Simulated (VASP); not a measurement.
Input of a VASP 6.6.1 run:

INCAR

```
  PREC = Accurate
  ENCUT = 520
  EDIFF = 1E-6
  ISMEAR = -1
  SIGMA = 0.05
  LREAL = F
  LASPH = T
  NELM = 80
  ALGO = Normal
  ISIF = 2
  LWAVE = F
  LCHARG = F
  NBANDS = 27
```

KPOINTS

```
Automatic mesh
0
Gamma
  8 8 8
```

Contents of POSCAR:

```
InSe
1.0
    1.9865767768      1.1469506368      8.3833539979
   -1.9865767768      1.1469506368      8.3833539979
    0.0000000000     -2.2939012737      8.3833539979
In Se
2 2
Direct
    0.8886000000      0.8886000000      0.8886000000
    0.0000000000      0.0000000000      0.0000000000
    0.1719000000      0.1719000000      0.1719000000
    0.3835000000      0.3835000000      0.3835000000
```

Potentials or basis: VASP PAW LDA potentials, release 64 (In_d, Se).

Launch:

```bash
$ cat potpaw_LDA.64/In_d/POTCAR potpaw_LDA.64/Se/POTCAR > POTCAR
$ mpirun -np 1 vasp_std > vasp.out
```

(1) What does it give for the band gap on the k mesh?

(2) Estimate the largest force.

(3) Predict the pressure.

## Answers

(1) 0.28 eV.

(2) 0.337 eV/Å.

(3) -0.3 GPa.

Caveat: semilocal functionals underestimate gaps, and a narrow one can read as zero; spin-orbit coupling is left out, which moves the levels of the heavy elements.
